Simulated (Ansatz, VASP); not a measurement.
## One calculation of WI6, two programs

```
W I
1.0
    10.13296    0.00000    0.00000
    -5.06648    8.77540    0.00000
     0.00000    0.00000    3.15962
W I
1 6
Direct
  0.00000 0.00000 0.00000
  0.33008 0.00000 0.50000
  0.66992 0.00000 0.50000
  0.00000 0.33008 0.50000
  0.00000 0.66992 0.50000
  0.66992 0.66992 0.50000
  0.33008 0.33008 0.50000
```

Change from the starting cell: species swapped into the SmC6 type (P6/mmm, No. 191).

Alike in both runs: functional PBE; k mesh 3 × 3 × 6; occupations gaussian, width 0.1 eV; no spin polarisation.

Ansatz relaxed the structure, and its values are those at the end. VASP's run is a single point on that final structure, the one shown.

```csv
,VASP,Ansatz
version,VASP 6.6.1,Ansatz 0.2.0
potentials or method,"VASP PAW PBE potentials, release 64 (W_sv, I), cutoff 500 eV","scalar-relativistic, plane waves, PAW"
valence electrons in the cell,56,116
```

|  | VASP | Ansatz | Ansatz less VASP |
| --- | --- | --- | --- |
| gap on the k mesh at the Fermi level (eV) | none | none | - |
| pressure (GPa) | -0.2 | -0.1 | +0.03 |
| rms of the force components (eV/Å) | 0.006 | 0.008 | +0.0012 |

A gap of «none» marks a metal or a gap that the smearing closes. VASP's potentials hold 56 valence electrons a cell and Ansatz's 116, so a difference there can come from the potentials and not from the codes.

Spin-orbit coupling is off throughout.
